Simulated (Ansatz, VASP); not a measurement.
## CuO2: VASP beside Ansatz

The input INCAR:

```
  PREC = Accurate
  ENCUT = 820
  EDIFF = 1E-6
  ISMEAR = 0
  SIGMA = 0.1
  LREAL = F
  LASPH = T
  NELM = 120
  ALGO = Normal
  ISIF = 2
  LWAVE = F
  LCHARG = T
  GGA = PS
  LELF = T
  LVHAR = T
  NBANDS = 22
  GGA_COMPAT = F
```

KPOINTS

```
Automatic mesh
0
Gamma
  18 8 6
```

POSCAR

```
CuO2
1.0
    2.4212910000      0.0000000000      0.0000000000
    0.0000000000      6.4459520000      0.0000000000
    0.0000000000      0.0000000000      7.0670430000
Cu O
1 2
Direct
    0.0000000000      0.5000000000      0.0000000000
    0.0000000000      0.5000000000      0.4124350000
    0.0000000000      0.5000000000      0.5875650000
```

Input for Ansatz:

```yaml
crystal:
  lattice:
    - [2.421291, 0.0, 0.0]
    - [0.0, 6.445952, 0.0]
    - [0.0, 0.0, 7.067043]
  atoms:
    - { symbol: Cu, position: [0.0, 0.5, 0.0] }
    - { symbol: O, position: [0.0, 0.5, 0.412435] }
    - { symbol: O, position: [0.0, 0.5, 0.587565] }
basis:
  ecutwfc: 420
kpoints:
  mp_grid: { grid: [18, 8, 6] }
hamiltonian:
  xc: pbesol
scf:
  occupations: { method: gaussian, width: 0.1 }
  lower_state_search: "off"
output:
  forces: true
  stress: true
  eigenvalues: true
  write_density: true
  write_potential: true
  elf: true
  volumetric_format: npy
```

Alike in both runs: task single point; functional PBEsol; k mesh 18 × 8 × 6; occupations gaussian, width 0.1 eV; no spin polarisation.

|  | VASP | Ansatz |
| --- | --- | --- |
| version | VASP 6.6.1 | Ansatz 0.2.0 |
| potentials or method | VASP PAW PBE potentials, release 64 (Cu_sv_GW, O), cutoff 820 eV | scalar-relativistic, plane waves, PAW |
| valence electrons in the cell | 31 | 31 |

|  | VASP | Ansatz | Ansatz less VASP |
| --- | --- | --- | --- |
| gap on the k mesh at the Fermi level (eV) | none | none | - |
| pressure (GPa) | -2.0 | -2.3 | -0.30 |
| traceless stress, the component that is largest in VASP (GPa) | -2.54 | -1.95 | +0.594 |
| rms of the force components (eV/Å) | 0.026 | 0.526 | +0.4997 |

VASP's potentials were made for PBE, not for PBEsol. Atom by atom the forces differ by 0.500 eV/Å (rms over components). A gap of «none» marks a metal or a gap that the smearing closes. One of these differences is far larger than is usual between the two programs; its cause wasn't traced. With one functional, cell and mesh, what is left measures potentials, basis and numerics. Ansatz's warnings: xc potential rough in thin density.

Noted on VASP's run: the standard files for N, O and F lose accuracy on very short bonds.
